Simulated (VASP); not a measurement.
Here is a VASP 6.6.1 calculation.

File INCAR:

```
SYSTEM = FeGe16
ALGO     = Normal         ! electronic algorithm
EDIFF    = 1E-6           ! SCF threshold, eV
ENCUT    = 600            ! plane-wave cutoff, eV
GGA      = PS             ! functional
GGA_COMPAT= .FALSE.      
ISIF     = 2              ! what is computed and relaxed
ISMEAR   = 0              ! smearing method
ISPIN    = 2              ! spin polarisation
LASPH    = .TRUE.         ! aspherical terms in the spheres
LCHARG   = .FALSE.        ! write CHGCAR
LDAU     = .TRUE.         ! DFT+U
LDAUJ    = 0 0          
LDAUL    = 2 -1           ! shell
LDAUPRINT= 1            
LDAUTYPE = 2            
LDAUU    = 4 0            ! U, eV
LMAXMIX  = 4              ! l up to which the mixer works
LORBIT   = 11             ! projections on sites
LREAL    = .FALSE.        ! projectors in reciprocal space
LWAVE    = .FALSE.        ! write WAVECAR
MAGMOM   = 2.46 0 0 0 0 0 0 0 0 0 0 0 0.01 0 0.01 0.01 0.01 ! initial moments
NBANDS   = 134            ! bands
NELM     = 200            ! most SCF steps
PREC     = Accurate       ! precision mode
SIGMA    = 0.05           ! smearing width, eV
```

Contents of KPOINTS:

```
k-points
0
G
  3 3 3
  0 0 0
```

File POSCAR:

```
FeGe16
1.0
    0.0000000000      5.6575400000      5.6575400000
    5.6575400000      0.0000000000      5.6575400000
    5.6575400000      5.6575400000      0.0000000000
Fe Ge
1 16
Direct
    0.2500000000      0.2500000000      0.2500000000
    1.0000000000      1.0000000000      0.0000000000
    0.9976125891      0.9976125891      0.5023874109
    0.9976125891      0.5023874109      0.9976125891
    0.9976125891      0.5023874109      0.5023874109
    0.5023874109      0.9976125891      0.9976125891
    0.5023874109      0.9976125891      0.5023874109
    0.5023874109      0.5023874109      0.9976125891
    0.5000000000      0.5000000000      0.5000000000
    0.1242205332      0.1242205332      0.1242205332
    0.1242205332      0.1242205332      0.6273384004
    0.1242205332      0.6273384004      0.1242205332
    0.1277661185      0.6240779605      0.6240779605
    0.6273384004      0.1242205332      0.1242205332
    0.6240779605      0.1277661185      0.6240779605
    0.6240779605      0.6240779605      0.1277661185
    0.6240779605      0.6240779605      0.6240779605
```

Potentials or basis: VASP PAW PBE potentials, release 64 (Fe, Ge_d).

The run is started by

```bash
$ cat potpaw_PBE.64/Fe/POTCAR potpaw_PBE.64/Ge_d/POTCAR > POTCAR
$ mpirun -np 1 vasp_std > vasp.out
```

(1) Predict the net moment.

(2) What does it give for the site moments?

(3) What does it give for the pressure?

## Answers

(1) 2.70 μB per cell.

(2) Fe +2.66; Ge +0.03, +0.00, -0.00, +0.01 (each value once) μB.

(3) 2.6 GPa.

Caveat: the PAW data sets were made with another functional, which shifts forces and pressure a little; the U is typed as a test and isn't derived for this compound.
